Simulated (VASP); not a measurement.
A run of VASP 6.6.1:

INCAR

```
PREC = Accurate
ENCUT = 520
EDIFF = 1E-6
ISMEAR = 0
SIGMA = 0.2
LREAL = False
LASPH = True
NELM = 60
ALGO = Normal
ISIF = 2
LWAVE = False
LCHARG = False
GGA = PE
NBANDS = 34
```

Contents of KPOINTS:

```
Automatic mesh
0
Gamma
  6 6 2
```

File POSCAR:

```
Y3Mg2I2
1.0
    5.5748554330      0.0000000000      0.0000000000
   -2.7874277165      4.8279664274      0.0000000000
    0.0000000000      0.0000000000     10.1901192866
Y Mg I
3 2 2
Direct
    0.0000000000      0.0000000000      0.3487479692
    0.0000000000      0.0000000000      0.6512520308
    0.0000000000      0.0000000000      0.0000000000
    0.3333333333      0.6666666667      0.5000000000
    0.6666666667      0.3333333333      0.5000000000
    0.3333333333      0.6666666667      0.0000000000
    0.6666666667      0.3333333333      0.0000000000
```

Potentials or basis: VASP PAW PBE potentials, release 64 (Y_sv, Mg, I).

Command:

```bash
$ cat potpaw_PBE.64/Y_sv/POTCAR potpaw_PBE.64/Mg/POTCAR potpaw_PBE.64/I/POTCAR > POTCAR
$ mpirun -np 1 vasp_std > vasp.out
```

Hardware: 1 thread of Intel(R) Xeon(R) Platinum 8559C (Emerald Rapids), with other jobs on the host.

**Question.** Estimate the wall time of this run.

**Answer.** Wall time 2.3 min on 1 thread of Intel(R) Xeon(R) Platinum 8559C (Emerald Rapids) (shared host), peak memory 0.44 GiB. Counts: scf iterations 16, k points 14.
